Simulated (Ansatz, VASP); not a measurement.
One calculation of ZnO, two programs

POSCAR

```
ZnO
1.0
    3.2493080000      0.0000000000      0.0000000000
   -1.6246540000      2.8139832727      0.0000000000
    0.0000000000      0.0000000000      5.2057090000
Zn O
2 2
Direct
    0.6666666667      0.3333333333      0.0000000000
    0.3333333333      0.6666666667      0.5000000000
    0.3333333333      0.6666666667      0.8790100000
    0.6666666667      0.3333333333      0.3790100000
```

Contents of INCAR.step1:

```
  ALGO = Normal
  EDIFF = 1E-5
  ENCUT = 910
  GGA = PE
  GGA_COMPAT = F
  ISMEAR = -1
  LASPH = T
  LCHARG = F
  LREAL = F
  LWAVE = T
  NBANDS = 26
  NELM = 120
  PREC = Accurate
  SIGMA = 0.05
```

INCAR.step2

```
  ALGO = Normal
  EDIFF = 1E-6
  ENCUT = 910
  GGA_COMPAT = F
  ISIF = 2
  ISMEAR = -1
  ISTART = 1
  LASPH = T
  LCHARG = F
  LMIXTAU = T
  LREAL = F
  LWAVE = F
  METAGGA = R2SCAN
  NBANDS = 26
  NELM = 120
  PREC = Accurate
  SIGMA = 0.05
```

File KPOINTS:

```
k-points
0
Gamma
  9 9 5
```

Contents of input.yaml:

```yaml
crystal:
  lattice:
    - [3.249308, 0.0, 0.0]
    - [-1.624654, 2.8139832727, 0.0]
    - [0.0, 0.0, 5.205709]
  atoms:
    - { symbol: Zn, position: [0.6666666667, 0.3333333333, 0.0] }
    - { symbol: Zn, position: [0.3333333333, 0.6666666667, 0.5] }
    - { symbol: O, position: [0.3333333333, 0.6666666667, 0.87901] }
    - { symbol: O, position: [0.6666666667, 0.3333333333, 0.37901] }
hamiltonian:
  xc: r2scan
  pseudopotentials: { kind: paw }
kpoints:
  mp_grid: { grid: [9, 9, 5] }
  band_path:
    path:
      - [[0.0, 0.0, 0.0], [0.5, 0.0, 0.0], [0.3333333333, 0.3333333333, 0.0], [0.0, 0.0, 0.0], [0.0, 0.0, 0.5], [0.5, 0.0, 0.5], [0.3333333333, 0.3333333333, 0.5], [0.0, 0.0, 0.5]]
      - [[0.5, 0.0, 0.5], [0.5, 0.0, 0.0]]
      - [[0.3333333333, 0.3333333333, 0.0], [0.3333333333, 0.3333333333, 0.5]]
    npoints: 14
scf:
  occupations: { method: fermi_dirac, width: 0.05 }
  n_extra_bands: 10
output:
  forces: true
  stress: true
  eigenvalues: true
  fatbands: false
```

Alike in both runs: functional r2SCAN; k mesh 9 × 9 × 5; occupations fermi-dirac, width 0.05 eV; no spin polarisation.

|  | VASP | Ansatz |
| --- | --- | --- |
| version | VASP 6.6.1 | Ansatz 0.2.0 |
| potentials or method | VASP PAW PBE potentials, release 64 (Zn, O_h) | Ansatz PAW |
| plane-wave cutoff (eV) | 910 | 500 |
| valence electrons in the cell | 36 | 36 |
| task | single point | band structure |

VASP gave:

```
gap on the k mesh at the Fermi level (eV) : 1.23
least direct gap on the mesh (eV)         : 1.23
rms of the force components (eV/Å)        : 0.042
```

What did Ansatz give for the same quantities?

gap on the k mesh at the Fermi level (eV): 1.23; least direct gap on the mesh (eV): 1.23; rms of the force components (eV/Å): 0.040.

VASP's potentials were made for PBE, not for r2SCAN. Atom by atom the forces differ by 0.001 eV/Å (rms over components). With one functional, cell and mesh, what is left measures potentials, basis and numerics.

Noted on VASP's run: the cutoff is short for stress, so the pressure is rough.
